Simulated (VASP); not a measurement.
# In (I4/mmm) in VASP: settings compared

Aim: see how the results for In move with the level of theory and the settings. Levels: LDA, PBEsol. Tasks: single point.

Program: VASP 6.6.1. These are calculated values, not measurements. Logs are shortened: lines on timing, memory, paths and dates and some standing lists are left out, and cuts for length are marked.

### Step 1. The cell of the first run

It takes space group I4/mmm (No. 139, tetragonal). The conventional cell has a = 3.251 Å, b = 3.251 Å, c = 4.947 Å, α = 90.00°, β = 90.00°, γ = 90.00°. In (site symmetry 4/mmm) has 12 In at 3.25 to 3.38 Å within 4.3 Å.

### Step 2. Single point, LDA, non-collinear spin, zero start, spin-orbit coupling

INCAR reads:

```
  ALGO = Normal
  EDIFF = 1E-7
  ENCUT = 520
  GGA = CA
  GGA_COMPAT = False
  ISIF = 2
  ISMEAR = -1
  LASPH = True
  LCHARG = False
  LORBIT = 11
  LORBMOM = True
  LREAL = False
  LSORBIT = True
  LWAVE = False
  MAGMOM = 0 0 0
  NBANDS = 24
  NELM = 150
  PREC = Accurate
  SIGMA = 0.05
```

KPOINTS reads:

```
k-points
0
Gamma
  8 8 8
```

POSCAR reads:

```
In
1.0
   -1.6254700000      1.6254700000      2.4737000000
    1.6254700000     -1.6254700000      2.4737000000
    1.6254700000      1.6254700000     -2.4737000000
In
1
Direct
    0.0000000000      0.0000000000      0.0000000000
```

Potentials or basis: VASP PAW LDA potentials, release 64 (In_d).

The run is started by

```
$ cat potpaw_LDA.64/In_d/POTCAR > POTCAR
$ mpirun -np 1 vasp_ncl > vasp.out
```

OUTCAR:

```text
EDIFF = 1E-7
   ENCUT = 520
   GGA = CA
   ISIF = 2
   ISMEAR = -1
   LASPH = True
   LORBIT = 11
   LREAL = False
   LSORBIT = True
   NELM = 150
   PREC = Accurate

 ion  position               nearest neighbor table
   1  0.000  0.000  0.000-

  LATTYP: Found a body centered tetragonal cell.
 ALAT       =     3.2509400000
 C/A-ratio  =     1.5218367611

  Lattice vectors:

 A1 = (  -1.6254700000,   1.6254700000,   2.4737000000)
 A2 = (   1.6254700000,  -1.6254700000,   2.4737000000)
 A3 = (   1.6254700000,   1.6254700000,  -2.4737000000)

Analysis of symmetry for initial positions (statically):
=====================================================================
 Subroutine PRICEL returns:
 Original cell was already a primitive cell.

 Routine SETGRP: Setting up the symmetry group for a
 body centered tetragonal supercell.

 Subroutine GETGRP returns: Found 16 space group operations
 (whereof 16 operations were pure point group operations)
 out of a pool of 16 trial point group operations.

The static configuration has the point symmetry D_4h.

Analysis of symmetry for dynamics (positions and initial velocities):
=====================================================================
 Subroutine PRICEL returns:
 Original cell was already a primitive cell.

 Routine SETGRP: Setting up the symmetry group for a
 body centered tetragonal supercell.

 Subroutine GETGRP returns: Found 16 space group operations
 (whereof 16 operations were pure point group operations)
 out of a pool of 16 trial point group operations.

The dynamic configuration has the point symmetry D_4h.

Analysis of structural, dynamic, and magnetic symmetry:
=====================================================================
 Subroutine PRICEL returns:
 Original cell was already a primitive cell.

 Routine SETGRP: Setting up the symmetry group for a
 body centered tetragonal supercell.

 Subroutine GETGRP returns: Found 16 space group operations
 (whereof 16 operations were pure point group operations)
 out of a pool of 16 trial point group operations.

The overall configuration has the point symmetry D_4h.

 Subroutine INISYM returns: Found 16 space group operations
 (whereof 16 operations are pure point group operations),
 and found     1 'primitive' translations

----------------------------------------------------------------------------------------

                                     Primitive cell

  volume of cell :      26.1436

  direct lattice vectors                    reciprocal lattice vectors
    -1.625470000  1.625470000  2.473700000     0.000000000  0.307603339  0.202126369
     1.625470000 -1.625470000  2.473700000     0.307603339  0.000000000  0.202126369
     1.625470000  1.625470000 -2.473700000     0.307603339  0.307603339  0.000000000

  length of vectors
     3.376906444  3.376906444  3.376906444     0.368069129  0.368069129  0.435016814

  position of ions in fractional coordinates (direct lattice)
     0.000000000  0.000000000  0.000000000

  ion indices of the primitive-cell ions
   primitive index   ion index
                 1           1

----------------------------------------------------------------------------------------

 KPOINTS: k-points

Automatic generation of k-mesh.
 Grid dimensions read from file:
 generate k-points for:    8    8    8

 Generating k-lattice:

  Cartesian coordinates                     Fractional coordinates (reciprocal lattice)
     0.000000000  0.038450417  0.025265796     0.125000000  0.000000000 -0.000000000
     0.038450417  0.000000000  0.025265796     0.000000000  0.125000000 -0.000000000
     0.038450417  0.038450417  0.000000000     0.000000000  0.000000000  0.125000000

  Length of vectors
     0.046008641  0.046008641  0.054377102

  Shift w.r.t. Gamma in fractional coordinates (k-lattice)
     0.000000000  0.000000000  0.000000000

[... 43 lines left out ...]
   ICHARG =      2    charge: 1-file 2-atom 10-const
   ISPIN  =      1    spin polarized calculation?
   LNONCOLLINEAR =      T non collinear calculations
   LSORBIT =      T    spin-orbit coupling
   LASPH  =      T    aspherical Exc in radial PAW
   ENCUT  =  520.0 eV  38.22 Ry    6.18 a.u.   6.28  6.28  6.28*2*pi/ulx,y,z
   NELM   =    150;   NELMIN=  2; NELMDL= -5     # of ELM steps
   EDIFF  = 0.1E-06   stopping-criterion for ELM
   LREAL  =      F    real-space projection
   EDIFFG = 0.1E-05   stopping-criterion for IOM
   NSW    =      0    number of steps for IOM
   IBRION =     -1    ionic relax: 0-MD 1-quasi-New 2-CG
   NFREE  =      0    steps in history (QN), initial steepest desc. (CG)
   ISIF   =      2    stress and relaxation
   ISYM   =      2    0-nonsym 1-usesym 2-fastsym
   POTIM  = 0.5000    time-step for ionic-motion
   TEBEG  =    0.0;   TEEND  =   0.0 temperature during run
   PSTRESS=    0.0 pullay stress
   NELECT =      13.0000    total number of electrons
   NUPDOWN=      -1.0000    fix difference up-down
   EMIN   =  10.00;   EMAX   =-10.00  energy-range for DOS
   EFERMI =   0.00;   METHOD = LEGACY
   ISMEAR =    -1;   SIGMA  =   0.05  broadening in eV -4-tet -1-fermi 0-gaus
   EFERMI_NEDOS =   21; number of points for ismear=-14 and -15
   IALGO  =     38    algorithm
   IMIX   =      4    mixing-type and parameters
     AMIX     =   0.40;   BMIX     =  1.00
     AMIX_MAG =   1.60;   BMIX_MAG =  1.00
  volume/ion in A,a.u.               =      26.14       176.43
  Fermi-wavevector in a.u.,A,eV,Ry     =   1.296983  2.450943 22.887245  1.682165
  Thomas-Fermi vector in A             =   2.428405
   LORBIT       =     11    0 simple, 1 ext, 2 COOP (PROOUT), +10 PAW based schemes
   GGA     = CA    functional components
   LHFCALC =     F    Hartree Fock is set to
   AEXX    =    0.0000 exact exchange contribution
   IVDW    =     0    specifies the selected vdW correction
   LEPSILON=     F    determine dielectric tensor
   LRPA    =     F    only Hartree local field effects (RPA)
  energy-cutoff  :      520.00
  volume of cell :       26.14
 maximum number of plane-waves:      1440
 NGX is ok and might be reduce to    28
   NGX = 13   NGY = 13   NGZ = 13

 number of electron      13.0000006 magnetization      -0.0000000     -0.0000000      0.0000000

 number of electron      13.0000006 magnetization       0.0000000      0.0000000     -0.0000000

 number of electron      13.0000006 magnetization      -0.0000000     -0.0000000     -0.0000000

 number of electron      13.0000006 magnetization       0.0000000      0.0000000      0.0000000

 Free energy of the ion-electron system (eV)
  ---------------------------------------------------
  ext. energy  EPLUGINS =         0.00000000
  ---------------------------------------------------
  free energy    TOTEN  =        -3.23689197 eV

  energy without entropy =       -3.23258508  energy(sigma->0) =       -3.23473852

 E-fermi :   7.2884     XC(G=0): -10.5300

 val. band max:        7.2012451042   @ k =  -0.3750   0.3750   0.3750
 cond. band min:       7.3068535443   @ k =   0.2500   0.2500   0.2500
 fundamental gap:      0.1056084400
 Fermi energy:         7.2884153412

 k-point     1 :       0.0000    0.0000    0.0000
  band No.  band energies     occupation
      1      -7.7933      1.00000
      2      -7.7933      1.00000
      3      -7.7737      1.00000
      4      -7.7737      1.00000
      5      -6.9937      1.00000
      6      -6.9937      1.00000
[... 637 lines left out ...]
     23      24.6991      0.00000
     24      24.7016      0.00000

 [... further k-points ...]
[... 5 lines left out ...]
  --------------------------------------------------------------------------------------
  -------------------------------------------------------------------------------------
  Total       -0.6302897     -0.6302897     -0.0367892      0.0000000      0.0000000      0.0000000
  in kB      -38.6265469    -38.6265469     -2.2545815      0.0000000      0.0000000      0.0000000
  external PRESSURE =     -26.5025584 kB  Pullay stress =       0.0000000 kB

 VOLUME and BASIS-vectors are now :
 -----------------------------------------------------------------------------
  energy-cutoff  :      520.00
  volume of cell :       26.14
      direct lattice vectors                 reciprocal lattice vectors
    -1.625470000  1.625470000  2.473700000     0.000000000  0.307603339  0.202126369
     1.625470000 -1.625470000  2.473700000     0.307603339  0.000000000  0.202126369
     1.625470000  1.625470000 -2.473700000     0.307603339  0.307603339  0.000000000

 POSITION                                       TOTAL-FORCE (eV/Angst)
 -----------------------------------------------------------------------------------
      0.00000      0.00000      0.00000        -0.000000      0.000000      0.000000
 -----------------------------------------------------------------------------------
    total drift:                               -0.000000     -0.000000     -0.000000

  FREE ENERGIE OF THE ION-ELECTRON SYSTEM (eV)
  ---------------------------------------------------
  free  energy   TOTEN  =        -3.2368919677 eV

  energy  without entropy=       -3.2325850770  energy(sigma->0) =       -3.23473852

 orbital moment (x)

 # of ion     p       d       tot
 ----------------------------------------
  1         0.000  -0.000   0.000
 ----------------------------------------
            0.000  -0.000   0.000

 orbital moment (y)

 # of ion     p       d       tot
 ----------------------------------------
  1        -0.000   0.000  -0.000
 ----------------------------------------
           -0.000   0.000  -0.000

 orbital moment (z)

 # of ion     p       d       tot
 ----------------------------------------
  1         0.000  -0.000  -0.000
 ----------------------------------------
            0.000  -0.000  -0.000

 Spin-Orbit-Coupling matrix elements

 Ion:    1  E_soc:     -0.0745768
 l=   1
     0.0000000    -0.0059514    -0.0057504
    -0.0059514     0.0000000    -0.0059514
    -0.0057504    -0.0059514     0.0000000
 l=   2
     0.0000000    -0.0013222     0.0000000    -0.0013222    -0.0052810
    -0.0013222     0.0000000    -0.0039141    -0.0012956    -0.0012931
     0.0000000    -0.0039141     0.0000000    -0.0039141     0.0000000
    -0.0013222    -0.0012956    -0.0039141     0.0000000    -0.0012931
    -0.0052810    -0.0012931     0.0000000    -0.0012931     0.0000000
 l=   3
     0.0000000     0.0000000     0.0000000     0.0000000     0.0000000     0.0000000     0.0000000
     0.0000000     0.0000000     0.0000000     0.0000000     0.0000000     0.0000000     0.0000000
     0.0000000     0.0000000     0.0000000     0.0000000     0.0000000     0.0000000     0.0000000
     0.0000000     0.0000000     0.0000000     0.0000000     0.0000000     0.0000000     0.0000000
     0.0000000     0.0000000     0.0000000     0.0000000     0.0000000     0.0000000     0.0000000
     0.0000000     0.0000000     0.0000000     0.0000000     0.0000000     0.0000000     0.0000000
     0.0000000     0.0000000     0.0000000     0.0000000     0.0000000     0.0000000     0.0000000

 total charge

# of ion       s       p       d       tot
------------------------------------------
    1        1.016   0.498   9.846  11.360

 magnetization (x)

# of ion       s       p       d       tot
------------------------------------------
    1       -0.000   0.000  -0.000  -0.000

 magnetization (y)

# of ion       s       p       d       tot
------------------------------------------
    1        0.000  -0.000   0.000   0.000

 magnetization (z)

# of ion       s       p       d       tot
------------------------------------------
    1        0.000   0.000   0.000   0.000
```

It took 78 s on 1 thread of Intel Xeon Platinum 8488C (Sapphire Rapids), shared host; peak memory 0.23 GiB.

Results:

```yaml
Free_energy: -3.2369 eV
Pressure: -2.7 GPa
Net_moment: 0.00 μB per cell
Valence_electrons_inside_the_program's_atomic_spheres: In 11.36
```

Moments on the atoms (μB; x, y, z):
```
In  0.00 0.00 0.00
```

### Step 3. Single point, PBEsol, non-collinear spin, zero start, spin-orbit coupling

INCAR reads:

```
PREC = Accurate
ENCUT = 520
EDIFF = 1E-6
ISMEAR = -1
SIGMA = 0.05
LREAL = False
LASPH = True
NELM = 150
ALGO = Normal
ISIF = 2
LWAVE = False
LCHARG = False
MAGMOM = 0 0 0
LORBIT = 11
LSORBIT = True
GGA_COMPAT = False
LORBMOM = True
GGA = PS
NBANDS = 24
```

KPOINTS reads:

```
regular mesh
0
Gamma
  8 8 8
```

POSCAR is that of step 2.

Potentials or basis: VASP PAW PBE potentials, release 64 (In_d).

The run is started by

```
$ cat potpaw_PBE.64/In_d/POTCAR > POTCAR
$ mpirun -np 1 vasp_ncl > vasp.out
```

Wall time 76 s (1 thread of Intel Xeon Platinum 8488C (Sapphire Rapids), shared host); peak memory 0.26 GiB.

The run converged. Its results:

- Free energy: -3.0132 eV
- Pressure: -1.1 GPa
- Net moment: 0.00 μB per cell
- Valence electrons inside the program's atomic spheres: In 11.34

Stress tensor (GPa, compression positive):
```
-2.40  0.00  0.00
 0.00 -2.40  0.00
 0.00  0.00  1.40
```

Moments on the atoms (μB; x, y, z):
```
In  0.00 0.00 0.00
```

Caveat: the PAW data sets were made with another functional, which shifts forces and pressure a little.
